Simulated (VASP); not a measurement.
Wanted: the native input for a VASP 6.6.1 run.

```
Task                   : single point
Functional             : PBE
Potentials or basis    : VASP PAW PBE potentials, release 64 (F)
Cutoff                 : 520 eV
k mesh                 : 56 × 56 × 56
Occupations            : fermi-dirac, width 0.0612256 eV
Spin                   : no spin polarisation
Dipole correction      : no
Further INCAR settings : ALGO = Normal; EDIFF = 1e-07; NBANDS = 10
```

The structure of F lies in POSCAR:

```
F
1.0
   -1.3331234559      1.3331234559      1.3331234559
    1.3331234559     -1.3331234559      1.3331234559
    1.3331234559      1.3331234559     -1.3331234559
F
1
Direct
    0.0000000000      0.0000000000      0.0000000000
```

These files were run (other wordings do the same):

INCAR

```
SYSTEM = F
ALGO = Normal ; EDIFF = 1E-7
ENCUT = 520 ; GGA = PE
ISIF = 2 ; ISMEAR = -1
LASPH = .True. ; LCHARG = .False.
LREAL = .False. ; LWAVE = .False.
NBANDS = 10 ; NELM = 80
PREC = Accurate ; SIGMA = 0.06122561905347299
```

KPOINTS

```
k-points
0
Gamma
  56 56 56
  0 0 0
```

Potentials or basis: VASP PAW PBE potentials, release 64 (F).

Run with:

```console
$ cat potpaw_PBE.64/F/POTCAR > POTCAR
$ mpirun -np 1 vasp_std > vasp.out
```

It gave:

- Pressure: 3.2 GPa

Caveat: an odd number of electrons without spin polarisation forces a metal; a magnetic or distorted state may lie lower.

It took 2.6 min on 1 thread of Intel(R) Xeon(R) 6975P-C (Granite Rapids), on a shared host, peak memory 0.42 GiB.
